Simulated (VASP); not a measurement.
# NaFeH8N2F6 (Fm-3m) in VASP: electric field gradients with PBE

Aim: the electric field gradients of NaFeH8N2F6 with PBE.

Everything below comes from runs of VASP 6.6.1. Logs are shortened: lines on timing, memory, paths and dates and some standing lists are left out, and cuts for length are marked.

## (1) The cell of the first run

Symmetry: Fm-3m, No. 225, cubic system. The conventional cell has a = 8.603 Å, b = 8.603 Å, c = 8.603 Å, α = 90.00°, β = 90.00°, γ = 90.00°. Within 3.2 Å of Na (site symmetry m-3m) lie 6 F at 2.40 Å. Fe (site symmetry m-3m) has 6 F at 1.90 Å within 2.5 Å. H (site symmetry 3m) has 1 N at 1.03 Å within 1.4 Å. Within 1.4 Å of N (site symmetry -43m) lie 4 H at 1.03 Å. F (site symmetry 4mm) has 1 Fe at 1.90 Å and 4 H at 2.23 Å and 1 Na at 2.40 Å within 2.5 Å.

## (2) Electric field gradients, PBE, collinear spin, ferromagnetic start

INCAR reads:

```
ALGO = Normal
EDIFF = 1E-8
ENCUT = 520
GGA = PE
ISIF = 2
ISMEAR = -1
ISPIN = 2
LASPH = T
LCHARG = F
LEFG = T
LMAXMIX = 4
LORBIT = 11
LREAL = Auto
LWAVE = F
MAGMOM = 0 5 0 0 0 0 0 0 0 0 0 0 0 0 0 0 0 0
NBANDS = 56
NELM = 150
PREC = Accurate
SIGMA = 0.02
```

KPOINTS reads:

```
k-points
0
Gamma
  4 4 4
```

POSCAR reads:

```
NaFeH8N2F6
1.0
    0.0000000000      4.3013630000      4.3013630000
    4.3013630000      0.0000000000      4.3013630000
    4.3013630000      4.3013630000      0.0000000000
Na Fe H N F
1 1 8 2 6
Direct
    0.5000000000      0.5000000000      0.5000000000
    0.0000000000      0.0000000000      0.0000000000
    0.8191300000      0.8191300000      0.8191300000
    0.5426100000      0.8191300000      0.8191300000
    0.8191300000      0.5426100000      0.8191300000
    0.8191300000      0.8191300000      0.5426100000
    0.1808700000      0.1808700000      0.1808700000
    0.4573900000      0.1808700000      0.1808700000
    0.1808700000      0.4573900000      0.1808700000
    0.1808700000      0.1808700000      0.4573900000
    0.7500000000      0.7500000000      0.7500000000
    0.2500000000      0.2500000000      0.2500000000
    0.7793100000      0.2206900000      0.2206900000
    0.7793100000      0.7793100000      0.2206900000
    0.2206900000      0.7793100000      0.2206900000
    0.2206900000      0.2206900000      0.7793100000
    0.7793100000      0.2206900000      0.7793100000
    0.2206900000      0.7793100000      0.7793100000
```

Potentials or basis: VASP PAW PBE potentials, release 64 (Na_pv, Fe, H, N, F).

Command:

```bash
$ cat potpaw_PBE.64/Na_pv/POTCAR potpaw_PBE.64/Fe/POTCAR potpaw_PBE.64/H/POTCAR potpaw_PBE.64/N/POTCAR potpaw_PBE.64/F/POTCAR > POTCAR
$ mpirun -np 1 vasp_std > vasp.out
```

OUTCAR:

```text
EDIFF = 1E-8
   ENCUT = 520
   GGA = PE
   ISIF = 2
   ISMEAR = -1
   ISPIN = 2
   LASPH = T
   LORBIT = 11
   LREAL = Auto
   NELM = 150
   PREC = Accurate

 ion  position               nearest neighbor table
   1  0.500  0.500  0.500-
   2  0.000  0.000  0.000-  13 1.90  14 1.90  15 1.90  16 1.90  17 1.90  18 1.90
   3  0.819  0.819  0.819-  11 1.03
   4  0.543  0.819  0.819-  11 1.03
   5  0.819  0.543  0.819-  11 1.03
   6  0.819  0.819  0.543-  11 1.03
   7  0.181  0.181  0.181-  12 1.03
   8  0.457  0.181  0.181-  12 1.03
   9  0.181  0.457  0.181-  12 1.03
  10  0.181  0.181  0.457-  12 1.03
  11  0.750  0.750  0.750-   4 1.03   5 1.03   6 1.03   3 1.03
  12  0.250  0.250  0.250-   8 1.03   9 1.03  10 1.03   7 1.03
  13  0.779  0.221  0.221-   2 1.90
  14  0.779  0.779  0.221-   2 1.90
  15  0.221  0.779  0.221-   2 1.90
  16  0.221  0.221  0.779-   2 1.90
  17  0.779  0.221  0.779-   2 1.90
  18  0.221  0.779  0.779-   2 1.90

  LATTYP: Found a face centered cubic cell.
 ALAT       =     8.6027260000

  Lattice vectors:

 A1 = (   0.0000000000,   4.3013630000,   4.3013630000)
 A2 = (   4.3013630000,   0.0000000000,   4.3013630000)
 A3 = (   4.3013630000,   4.3013630000,   0.0000000000)

Analysis of symmetry for initial positions (statically):
=====================================================================
 Subroutine PRICEL returns:
 Original cell was already a primitive cell.

 Routine SETGRP: Setting up the symmetry group for a
 face centered cubic supercell.

 Subroutine GETGRP returns: Found 48 space group operations
 (whereof 48 operations were pure point group operations)
 out of a pool of 48 trial point group operations.

The static configuration has the point symmetry O_h .

Analysis of symmetry for dynamics (positions and initial velocities):
=====================================================================
 Subroutine PRICEL returns:
 Original cell was already a primitive cell.

 Routine SETGRP: Setting up the symmetry group for a
 face centered cubic supercell.

 Subroutine GETGRP returns: Found 48 space group operations
 (whereof 48 operations were pure point group operations)
 out of a pool of 48 trial point group operations.

The dynamic configuration has the point symmetry O_h .

Analysis of structural, dynamic, and magnetic symmetry:
=====================================================================
 Subroutine PRICEL returns:
 Original cell was already a primitive cell.

 Routine SETGRP: Setting up the symmetry group for a
 face centered cubic supercell.

 Subroutine GETGRP returns: Found 48 space group operations
 (whereof 48 operations were pure point group operations)
 out of a pool of 48 trial point group operations.

The overall configuration has the point symmetry O_h .

 Subroutine INISYM returns: Found 48 space group operations
 (whereof 48 operations are pure point group operations),
 and found     1 'primitive' translations

----------------------------------------------------------------------------------------

                                     Primitive cell

  volume of cell :     159.1653

  direct lattice vectors                    reciprocal lattice vectors
     0.000000000  4.301363000  4.301363000    -0.116242224  0.116242224  0.116242224
     4.301363000  0.000000000  4.301363000     0.116242224 -0.116242224  0.116242224
     4.301363000  4.301363000  0.000000000     0.116242224  0.116242224 -0.116242224

  length of vectors
     6.083045891  6.083045891  6.083045891     0.201337437  0.201337437  0.201337437

  position of ions in fractional coordinates (direct lattice)
[... 127 lines left out ...]
  volume of cell :      159.17
 maximum number of plane-waves:      4314
 NGX is ok and might be reduce to    48
   NGX = 23   NGY = 23   NGZ = 23

 number of electron      74.9999977 magnetization       4.9999999

 Free energy of the ion-electron system (eV)
  ---------------------------------------------------
  ext. energy  EPLUGINS =         0.00000000
  ---------------------------------------------------
  free energy    TOTEN  =       -89.32091763 eV

  energy without entropy =      -89.32091763  energy(sigma->0) =      -89.32091763

 E-fermi :   0.3366     XC(G=0):  -8.8656

 val. band max:       -0.1041321569   @ k =   0.5000   0.5000   0.0000
 cond. band min:       1.3063785274   @ k =   0.5000   0.5000   0.0000
 fundamental gap:      1.4105106844
 Fermi energy:         0.3365775627

 spin component 1

 k-point     1 :       0.0000    0.0000    0.0000
  band No.  band energies     occupation
      1     -22.5894      1.00000
      2     -22.1361      1.00000
      3     -22.1361      1.00000
      4     -22.1361      1.00000
      5     -21.9813      1.00000
      6     -21.9813      1.00000
[... 405 lines left out ...]
     48       9.4939      0.00000
     49       9.4939      0.00000
 Fermi energy:         0.3365775627

 spin component 2

 k-point     1 :       0.0000    0.0000    0.0000
  band No.  band energies     occupation
      1     -22.3564      1.00000
      2     -21.9529      1.00000
      3     -21.9529      1.00000
      4     -21.9529      1.00000
      5     -21.7346      1.00000
      6     -21.7346      1.00000
[... 405 lines left out ...]
     48       9.5474      0.00000
     49       9.5474      0.00000
 [bands above 49 left out]

------------------------ aborting loop because EDIFF is reached ----------------------------------------

  FORCE on cell =-STRESS in cart. coord.  units (eV):
  Direction    XX          YY          ZZ          XY          YZ          ZX
  --------------------------------------------------------------------------------------
  -------------------------------------------------------------------------------------
  Total        4.2277921      4.2277921      4.2277921     -0.0000000     -0.0000000      0.0000000
  in kB       42.5574825     42.5574825     42.5574825     -0.0000000     -0.0000000      0.0000000
  external PRESSURE =      42.5574825 kB  Pullay stress =       0.0000000 kB

 VOLUME and BASIS-vectors are now :
 -----------------------------------------------------------------------------
  energy-cutoff  :      520.00
  volume of cell :      159.17
      direct lattice vectors                 reciprocal lattice vectors
     0.000000000  4.301363000  4.301363000    -0.116242224  0.116242224  0.116242224
     4.301363000  0.000000000  4.301363000     0.116242224 -0.116242224  0.116242224
     4.301363000  4.301363000  0.000000000     0.116242224  0.116242224 -0.116242224

 POSITION                                       TOTAL-FORCE (eV/Angst)
 -----------------------------------------------------------------------------------
      4.30136      4.30136      4.30136         0.000000     -0.000000     -0.000000
      0.00000      0.00000      0.00000         0.000000     -0.000000     -0.000000
      7.04675      7.04675      7.04675        -0.013247     -0.013247     -0.013247
      7.04675      5.85734      5.85734        -0.013247      0.013247      0.013247
      5.85734      7.04675      5.85734         0.013247     -0.013247      0.013247
      5.85734      5.85734      7.04675         0.013247      0.013247     -0.013247
[... 10 lines left out ...]
      4.30136      6.70419      4.30136         0.000000     -1.173756     -0.000000
      6.70419      4.30136      4.30136        -1.173756     -0.000000     -0.000000
 -----------------------------------------------------------------------------------
    total drift:                                0.000000      0.000000      0.000000

  FREE ENERGIE OF THE ION-ELECTRON SYSTEM (eV)
  ---------------------------------------------------
  free  energy   TOTEN  =       -89.3209176338 eV

  energy  without entropy=      -89.3209176337  energy(sigma->0) =      -89.32091763

 Electric field gradients (V/A^2)
---------------------------------------------------------------------
 ion       V_xx      V_yy      V_zz      V_xy      V_xz      V_yz
---------------------------------------------------------------------
   1       0.000     0.000     0.000     0.004     0.004     0.004
   2      -0.000     0.000     0.000    -0.001    -0.001    -0.001
   3      -0.000    -0.000     0.000    15.338    15.338    15.338
   4      -0.001     0.001     0.001   -15.337   -15.337    15.337
   5       0.001    -0.001     0.001   -15.337    15.337   -15.337
   6       0.001     0.001    -0.001    15.337   -15.337   -15.337
[... 10 lines left out ...]
  17     -26.752    53.504   -26.752    -0.002    -0.004    -0.002
  18      53.504   -26.752   -26.752    -0.002    -0.002    -0.004
---------------------------------------------------------------------

 Electric field gradients after diagonalization (V/A^2)
 (convention: |V_zz| > |V_xx| > |V_yy|)
----------------------------------------------------------------------
 ion       V_xx      V_yy      V_zz     asymmetry (V_yy - V_xx)/ V_zz
----------------------------------------------------------------------
   1      -0.004    -0.004     0.008       0.000
   2       0.001     0.001    -0.002       0.000
   3     -15.338   -15.338    30.675       0.000
   4     -15.337   -15.337    30.674       0.000
   5     -15.337   -15.337    30.674       0.000
   6     -15.337   -15.337    30.674       0.000
[... 10 lines left out ...]
  17     -26.756   -26.749    53.504       0.000
  18     -26.756   -26.749    53.504       0.000
----------------------------------------------------------------------

           NMR quadrupolar parameters

 Cq : quadrupolar parameter    Cq=e*Q*V_zz/h
 eta: asymmetry parameters     (V_yy - V_xx)/ V_zz
 Q  : nuclear electric quadrupole moment in mb (millibarn)
----------------------------------------------------------------------
 ion       Cq(MHz)       eta       Q (mb)
----------------------------------------------------------------------
   1       0.000       0.000       1.000
   2      -0.000       0.000       1.000
   3       0.074       0.000       1.000
   4       0.074       0.000       1.000
   5       0.074       0.000       1.000
   6       0.074       0.000       1.000
[... 10 lines left out ...]
  17       0.129       0.000       1.000
  18       0.129       0.000       1.000
----------------------------------------------------------------------

 total charge

# of ion       s       p       d       tot
------------------------------------------
    1        0.032   5.975   0.000   6.007
    2        0.385   0.613   5.896   6.894
    3        0.605   0.084   0.000   0.689
    4        0.605   0.084   0.000   0.689
    5        0.605   0.084   0.000   0.689
    6        0.605   0.084   0.000   0.689
[... 10 lines left out ...]
   17        1.737   4.359   0.000   6.096
   18        1.737   4.359   0.000   6.096
--------------------------------------------------
tot         18.140  39.124   5.896  63.160

 magnetization (x)

# of ion       s       p       d       tot
------------------------------------------
    1        0.003   0.002   0.000   0.006
    2        0.010   0.015   4.109   4.134
    3        0.000  -0.000   0.000   0.000
    4        0.000  -0.000   0.000   0.000
    5        0.000  -0.000   0.000   0.000
    6        0.000  -0.000   0.000   0.000
[... 10 lines left out ...]
   17        0.004   0.112   0.000   0.116
   18        0.004   0.112   0.000   0.116
--------------------------------------------------
tot          0.037   0.686   4.109   4.832
```

It took 7 min on 1 thread of Intel Xeon Platinum 8259CL at 2.50GHz (Skylake/Cascade Lake), shared host; peak memory 0.46 GiB.

Results:

```yaml
Free_energy: -89.3209 eV
Pressure: 4.3 GPa
Largest_force: 1.174 eV/Å
Band_gap_on_the_k_mesh: 1.41 eV
Net_moment: 5.00 μB per cell
Site_moments: Na +0.01; Fe +4.13; H +0.00; N -0.00; F +0.12 μB
Largest_electric_field_gradient_by_atom: Na +0.0; Fe -0.0; H +30.7; N -0.0; F +53.5 V/Å²
Valence_electrons_inside_the_program's_atomic_spheres: Na 6.01; Fe 6.89; H 0.69; N 4.08; F 6.10
```

Forces in eV/Å, atoms in the order of the input:
```
Na   0.000  0.000  0.000
Fe   0.000  0.000  0.000
H   -0.013 -0.013 -0.013
H   -0.013  0.013  0.013
H    0.013 -0.013  0.013
H    0.013  0.013 -0.013
H    0.013  0.013  0.013
H    0.013 -0.013 -0.013
H   -0.013  0.013 -0.013
H   -0.013 -0.013  0.013
N    0.000  0.000  0.000
N    0.000  0.000  0.000
F    1.174  0.000  0.000
F    0.000  0.000 -1.174
F    0.000  1.174  0.000
F    0.000  0.000  1.174
F    0.000 -1.174  0.000
F   -1.174  0.000  0.000
```

Levels at points of the mesh, in eV from the valence-band top:
Spin up:
| k point | band 36 | band 37 | band 38 | band 39 | band 40 | band 41 | band 42 | band 43 | band 44 | band 45 |
| --- | --- | --- | --- | --- | --- | --- | --- | --- | --- | --- |
| (0.00, 0.00, 0.00) | -2.09 | -2.09 | -2.09 | 0.00 | 0.00 | 4.22 | 7.65 | 7.65 | 7.65 | 8.61 |
| (0.50, 0.00, 0.00) | -2.18 | -2.04 | -2.04 | -0.08 | -0.08 | 6.17 | 6.27 | 8.67 | 8.67 | 8.99 |
| (0.50, 0.50, 0.00) | -2.26 | -1.99 | -1.99 | -0.34 | 0.00 | 6.69 | 7.22 | 7.63 | 8.32 | 8.94 |
Spin down:
| k point | band 31 | band 32 | band 33 | band 34 | band 35 | band 36 | band 37 | band 38 | band 39 | band 40 |
| --- | --- | --- | --- | --- | --- | --- | --- | --- | --- | --- |
| (0.00, 0.00, 0.00) | -2.49 | -2.49 | -2.21 | -2.21 | -2.21 | 1.42 | 1.42 | 1.42 | 3.19 | 3.19 |
| (0.50, 0.00, 0.00) | -2.56 | -2.56 | -2.36 | -2.36 | -2.30 | 1.44 | 1.47 | 1.47 | 3.13 | 3.13 |
| (0.50, 0.50, 0.00) | -2.62 | -2.62 | -2.48 | -2.48 | -2.22 | 1.41 | 1.51 | 1.51 | 2.88 | 3.20 |

Electric field gradients, principal values (V/Å²):
```csv
atom,least,middle,greatest (by size)
1 Na,-0.004,-0.004,0.008
2 Fe,0.001,0.001,-0.002
3 H,-15.338,-15.338,30.675
4 H,-15.337,-15.337,30.674
5 H,-15.337,-15.337,30.674
6 H,-15.337,-15.337,30.674
7 H,-15.338,-15.338,30.675
8 H,-15.337,-15.337,30.674
9 H,-15.337,-15.337,30.674
10 H,-15.337,-15.337,30.674
11 N,0.002,0.002,-0.004
12 N,0.002,0.002,-0.004
13 F,-26.749,-26.756,53.504
14 F,-26.749,-26.756,53.504
15 F,-26.749,-26.756,53.504
16 F,-26.749,-26.756,53.504
17 F,-26.749,-26.756,53.504
18 F,-26.749,-26.756,53.504
```

Caveat: the cell stands under pressure; without QUAD_EFG the Cq values of the log hold for a quadrupole moment of 1 mb, not for the nuclei; a cell with one magnetic atom can't hold antiferromagnetic order, which such compounds often take; forces of over 1 eV/Å act on the atoms, so gaps and moduli don't describe the material at rest.
